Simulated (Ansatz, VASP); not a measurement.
# One calculation of Ti, two programs

The input INCAR:

```
ALGO = Normal ; EDIFF = 1E-6
ENCUT = 500 ; GGA = PE
GGA_COMPAT = F ; ISIF = 2
ISMEAR = 0 ; LASPH = T
LCHARG = F ; LREAL = F
LWAVE = F ; NBANDS = 12
NELM = 120 ; PREC = Accurate
SIGMA = 0.05
```

Contents of KPOINTS:

```
k-points
0
Gamma
  8 8 8
```

The input POSCAR:

```
Ti
1.0
   -1.6306987013      1.6306987013      1.6306987013
    1.6306987013     -1.6306987013      1.6306987013
    1.6306987013      1.6306987013     -1.6306987013
Ti
1
Direct
    0.0000000000      0.0000000000      0.0000000000
```

Input for Ansatz:

```yaml
crystal:
  lattice:
    - [-1.6306987013, 1.6306987013, 1.6306987013]
    - [1.6306987013, -1.6306987013, 1.6306987013]
    - [1.6306987013, 1.6306987013, -1.6306987013]
  atoms:
    - { symbol: Ti, position: [0.0, 0.0, 0.0] }
basis:
  ecutwfc: 600
  ecutrho_ratio: 5
kpoints:
  mp_grid: { grid: [8, 8, 8] }
hamiltonian:
  xc: pbe
scf:
  occupations: { method: gaussian, width: 0.05 }
output:
  forces: true
  stress: true
  eigenvalues: true
```

Alike in both runs: task single point; functional PBE; k mesh 8 × 8 × 8; occupations gaussian, width 0.05 eV; no spin polarisation.

```csv
,VASP,Ansatz
version,VASP 6.6.1,Ansatz 0.2.0
potentials or method,"VASP PAW PBE potentials, release 64 (Ti_sv), cutoff 500 eV","scalar-relativistic, plane waves, PAW"
valence electrons in the cell,12,12
```

|  | VASP | Ansatz | Ansatz less VASP |
| --- | --- | --- | --- |
| pressure (GPa) | -1.1 | -0.8 | +0.28 |
